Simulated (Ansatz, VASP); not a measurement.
# Two plane-wave programs on CaZr2N2

The input INCAR:

```
ALGO     = Normal         # electronic algorithm
EDIFF    = 1E-6           # SCF threshold, eV
ENCUT    = 520            # plane-wave cutoff, eV
GGA      = PE             # functional
ISIF     = 2              # what is computed and relaxed
ISMEAR   = 0              # smearing method
LASPH    = T              # aspherical terms in the spheres
LCHARG   = F              # write CHGCAR
LREAL    = F              # projectors in reciprocal space
LWAVE    = F              # write WAVECAR
NBANDS   = 30             # bands
NELM     = 80             # most SCF steps
PREC     = Accurate       # precision mode
SIGMA    = 0.1            # smearing width, eV
```

KPOINTS

```
k-points
0
Gamma
  4 4 4
```

POSCAR

```
CaZr2N2
1.0
    4.0285346900      0.0000000000      0.0000000000
    0.0000000000      4.0285346900      0.0000000000
    0.0000000000      0.0000000000      5.0118932900
Ca Zr N
1 2 2
Direct
    0.0000000000      0.0000000000      0.3891630000
    0.5000000000      0.0000000000      0.0061899900
    0.0000000000      0.5000000000      0.0061899900
    0.5000000000      0.5000000000      0.5848482800
    0.5000000000      0.5000000000      0.3334992600
```

Input for Ansatz:

```yaml
crystal:
  lattice:
    - [4.02853469, 0.0, 0.0]
    - [0.0, 4.02853469, 0.0]
    - [0.0, 0.0, 5.01189329]
  atoms:
    - { symbol: Ca, position: [0.0, 0.0, 0.389163] }
    - { symbol: Zr, position: [0.5, 0.0, 0.00618999] }
    - { symbol: Zr, position: [0.0, 0.5, 0.00618999] }
    - { symbol: "N", position: [0.5, 0.5, 0.58484828] }
    - { symbol: "N", position: [0.5, 0.5, 0.33349926] }
basis:
  ecutwfc: 420
kpoints:
  mp_grid: { grid: [4, 4, 4] }
hamiltonian:
  xc: pbe
scf:
  occupations: { method: gaussian, width: 0.1 }
  lower_state_search: "off"
output:
  forces: true
  stress: true
  eigenvalues: true
```

Alike in both runs: task single point; functional PBE; k mesh 4 × 4 × 4; occupations gaussian, width 0.1 eV; no spin polarisation.

|  | VASP | Ansatz |
| --- | --- | --- |
| version | VASP 6.6.1 | Ansatz 0.2.0 |
| potentials or method | VASP PAW PBE potentials, release 64 (Ca_sv, Zr_sv, N), cutoff 520 eV | scalar-relativistic, plane waves, PAW |
| valence electrons in the cell | 44 | 44 |

|  | VASP | Ansatz | Ansatz less VASP |
| --- | --- | --- | --- |
| gap on the k mesh at the Fermi level (eV) | none | none | - |
| pressure (GPa) | 3.9 | 3.7 | -0.27 |
| traceless stress, the component that is largest in VASP (GPa) | 13.48 | 13.23 | -0.246 |
| rms of the force components (eV/Å) | 2.762 | 2.706 | -0.0565 |

Atom by atom the forces differ by 0.067 eV/Å (rms over components). A gap of «none» marks a metal or a gap that the smearing closes.

The k mesh is coarse, so the values compare programs but aren't converged. Noted on VASP's run: the standard files for N, O and F lose accuracy on very short bonds.
